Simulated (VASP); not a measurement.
# YbTlO2 (P4/mmm) in VASP: single point with PBE

Aim: the single point of YbTlO2 with PBE.

Everything below comes from runs of VASP 6.6.1. Logs are shortened: lines on timing, memory, paths and dates and some standing lists are left out, and cuts for length are marked.

### 1 The cell of the first run

Symmetry: P4/mmm, No. 123, tetragonal system. The conventional cell has a = 3.310 Å, b = 3.310 Å, c = 6.587 Å, α = 90.00°, β = 90.00°, γ = 90.00°. Yb (site symmetry 4/mmm) has 4 O at 2.34 Å within 3.1 Å. Tl (site symmetry 4/mmm) has 4 O at 2.34 Å within 3.1 Å. Within 3.1 Å of O (site symmetry 4/mmm) lie 4 Yb at 2.34 Å. Within 3.1 Å of O (site symmetry 4/mmm) lie 4 Tl at 2.34 Å.

The cell was generated, and may not be a known phase.

### 2 Single point, PBE, collinear spin, ferromagnetic start

File INCAR:

```
SYSTEM = YbTlO2
ALGO = Normal
EDIFF = 1E-6
ENCUT = 520
GGA = PE
ISIF = 2
ISMEAR = 0
ISPIN = 2
LASPH = .True.
LCHARG = .True.
LELF = .True.
LMAXMIX = 6
LORBIT = 11
LREAL = .False.
LVHAR = .True.
LWAVE = .False.
MAGMOM = 1 0 0 0
NBANDS = 36
NELM = 150
PREC = Accurate
SIGMA = 0.1
```

File KPOINTS:

```
k-points
0
Gamma
  6 6 4
  0 0 0
```

File POSCAR:

```
YbTlO2
1.0
    3.3102787900      0.0000000000      0.0000000000
    0.0000000000      3.3102787900      0.0000000000
    0.0000000000      0.0000000000      6.5865312300
Yb Tl O
1 1 2
Direct
    0.0000000000      0.0000000000      0.0000000000
    0.0000000000      0.0000000000      0.5000000000
    0.5000000000      0.5000000000      0.0000000000
    0.5000000000      0.5000000000      0.5000000000
```

Potentials or basis: VASP PAW PBE potentials, release 64 (Yb, Tl_d, O).

Command:

```bash
$ cat potpaw_PBE.64/Yb/POTCAR potpaw_PBE.64/Tl_d/POTCAR potpaw_PBE.64/O/POTCAR > POTCAR
$ mpirun -np 1 vasp_std > vasp.out
```

OUTCAR:

```text
SYSTEM = YbTlO2
   EDIFF = 1E-6
   ENCUT = 520
   GGA = PE
   ISIF = 2
   ISMEAR = 0
   ISPIN = 2
   LASPH = .True.
   LORBIT = 11
   LREAL = .False.
   NELM = 150
   PREC = Accurate

 ion  position               nearest neighbor table
   1  0.000  0.000  0.000-   3 2.34   3 2.34   3 2.34   3 2.34   2 3.29   2 3.29
   2  0.000  0.000  0.500-   4 2.34   4 2.34   4 2.34   4 2.34   1 3.29   1 3.29
   3  0.500  0.500  0.000-   1 2.34   1 2.34   1 2.34   1 2.34
   4  0.500  0.500  0.500-   2 2.34   2 2.34   2 2.34   2 2.34

  LATTYP: Found a simple tetragonal cell.
 ALAT       =     3.3102787900
 C/A-ratio  =     1.9897210017

  Lattice vectors:

 A1 = (   3.3102787900,   0.0000000000,   0.0000000000)
 A2 = (   0.0000000000,   3.3102787900,   0.0000000000)
 A3 = (   0.0000000000,   0.0000000000,   6.5865312300)

Analysis of symmetry for initial positions (statically):
=====================================================================
 Subroutine PRICEL returns:
 Original cell was already a primitive cell.

 Routine SETGRP: Setting up the symmetry group for a
 simple tetragonal supercell.

 Subroutine GETGRP returns: Found 16 space group operations
 (whereof 16 operations were pure point group operations)
 out of a pool of 16 trial point group operations.

The static configuration has the point symmetry D_4h.

Analysis of symmetry for dynamics (positions and initial velocities):
=====================================================================
 Subroutine PRICEL returns:
 Original cell was already a primitive cell.

 Routine SETGRP: Setting up the symmetry group for a
 simple tetragonal supercell.

 Subroutine GETGRP returns: Found 16 space group operations
 (whereof 16 operations were pure point group operations)
 out of a pool of 16 trial point group operations.

The dynamic configuration has the point symmetry D_4h.

Analysis of structural, dynamic, and magnetic symmetry:
=====================================================================
 Subroutine PRICEL returns:
 Original cell was already a primitive cell.

 Routine SETGRP: Setting up the symmetry group for a
 simple tetragonal supercell.

 Subroutine GETGRP returns: Found 16 space group operations
 (whereof 16 operations were pure point group operations)
 out of a pool of 16 trial point group operations.

The overall configuration has the point symmetry D_4h.

[... 124 lines left out ...]
  Fermi-wavevector in a.u.,A,eV,Ry     =   1.438837  2.719007 28.167482  2.070252
  Thomas-Fermi vector in A             =   2.557759
   LORBIT       =     11    0 simple, 1 ext, 2 COOP (PROOUT), +10 PAW based schemes
   GGA     = PE    functional components
   LHFCALC =     F    Hartree Fock is set to
   AEXX    =    0.0000 exact exchange contribution
   IVDW    =     0    specifies the selected vdW correction
   LEPSILON=     F    determine dielectric tensor
   LRPA    =     F    only Hartree local field effects (RPA)
 spin polarized calculation
 Gauss-broadening in eV      SIGMA  =   0.10
  energy-cutoff  :      520.00
  volume of cell :       72.17
 maximum number of plane-waves:      1968
 NGX is ok and might be reduce to    28
   NGX = 13   NGY = 13   NGZ = 25

 number of electron      49.0000013 magnetization       0.2515420

 Free energy of the ion-electron system (eV)
  ---------------------------------------------------
  ext. energy  EPLUGINS =         0.00000000
  ---------------------------------------------------
  free energy    TOTEN  =       -20.94416375 eV

  energy without entropy =      -20.91822151  energy(sigma->0) =      -20.93119263

 E-fermi :   4.0617     XC(G=0): -10.3132

 val. band max:        4.0374797427   @ k =   0.3333   0.0000   0.5000
 cond. band min:       4.0878057177   @ k =   0.3333   0.0000   0.5000
 fundamental gap:      0.0503259750
 Fermi energy:         4.0617061214

 spin component 1

 k-point     1 :       0.0000    0.0000    0.0000
  band No.  band energies     occupation
      1     -47.4905      1.00000
      2     -20.0008      1.00000
      3     -19.4848      1.00000
      4     -19.4848      1.00000
      5     -14.5000      1.00000
      6     -13.8159      1.00000
[... 925 lines left out ...]
     35      14.4786      0.00000
     36      16.1587      0.00000

 [... further k-points ...]

 spin component 2

 k-point     1 :       0.0000    0.0000    0.0000
  band No.  band energies     occupation
      1     -47.3661      1.00000
      2     -19.9591      1.00000
      3     -19.3848      1.00000
      4     -19.3848      1.00000
      5     -14.5306      1.00000
      6     -13.7887      1.00000
[... 925 lines left out ...]
     35      14.5419      0.00000
     36      16.2087      0.00000

 [... further k-points ...]
[... 5 lines left out ...]
  --------------------------------------------------------------------------------------
  -------------------------------------------------------------------------------------
  Total        1.5195884      1.5195884      3.1457003      0.0000000      0.0000000     -0.0000000
  in kB       33.7326648     33.7326648     69.8299970      0.0000000      0.0000000     -0.0000000
  external PRESSURE =      45.7651088 kB  Pullay stress =       0.0000000 kB

 VOLUME and BASIS-vectors are now :
 -----------------------------------------------------------------------------
  energy-cutoff  :      520.00
  volume of cell :       72.17
      direct lattice vectors                 reciprocal lattice vectors
     3.310278790  0.000000000  0.000000000     0.302089360  0.000000000  0.000000000
     0.000000000  3.310278790  0.000000000     0.000000000  0.302089360  0.000000000
     0.000000000  0.000000000  6.586531230     0.000000000  0.000000000  0.151824984

 POSITION                                       TOTAL-FORCE (eV/Angst)
 -----------------------------------------------------------------------------------
      0.00000      0.00000      0.00000         0.000000      0.000000      0.000000
      0.00000      0.00000      3.29327         0.000000      0.000000      0.000000
      1.65514      1.65514      0.00000         0.000000      0.000000      0.000000
      1.65514      1.65514      3.29327         0.000000      0.000000      0.000000
 -----------------------------------------------------------------------------------
    total drift:                               -0.000000      0.000000      0.000000

  FREE ENERGIE OF THE ION-ELECTRON SYSTEM (eV)
  ---------------------------------------------------
  free  energy   TOTEN  =       -20.9441637519 eV

  energy  without entropy=      -20.9182215101  energy(sigma->0) =      -20.93119263

 total charge

# of ion       s       p       d       f       tot
--------------------------------------------------
    1        2.123   6.062   0.411  13.545  22.140
    2        1.095   0.396   9.736   0.000  11.227
    3        1.556   3.420   0.000   0.000   4.976
    4        1.607   3.275   0.000   0.000   4.882
--------------------------------------------------
tot          6.382  13.152  10.146  13.545  43.225

 magnetization (x)

# of ion       s       p       d       f       tot
--------------------------------------------------
    1       -0.003  -0.004  -0.006   0.302   0.289
    2       -0.002  -0.007  -0.002   0.000  -0.010
    3        0.000   0.016   0.000   0.000   0.016
    4       -0.001  -0.019   0.000   0.000  -0.020
--------------------------------------------------
tot         -0.004  -0.014  -0.007   0.302   0.276
```

stdout:

```text
POSCAR found type information on POSCAR YbTlO
 POSCAR found :  3 types and       4 ions
 scaLAPACK will be used
 LDA part: xc-table for (Slater+PW92), standard interpolation
 POSCAR, INCAR and KPOINTS ok, starting setup
 FFT: planning ... GRIDC
 FFT: planning ... GRID_SOFT
 FFT: planning ... GRID
 WAVECAR not read
 entering main loop
```

It took 11 min on 1 thread of Intel Xeon 8259CL, shared host; peak memory 0.32 GiB.

Results:

* Free energy: -20.9442 eV
* Pressure: 4.6 GPa
* Net moment: 0.25 μB per cell
* Site moments: Yb +0.29; Tl -0.01; O +0.02, -0.02 μB
* Valence electrons inside the program's atomic spheres: Yb 22.14; Tl 11.23; O 4.98, 4.88

Caveat: the cell stands under pressure; spin-orbit coupling is left out, which moves the levels of the heavy elements. The state reached can hang on the start; a lower one may exist.
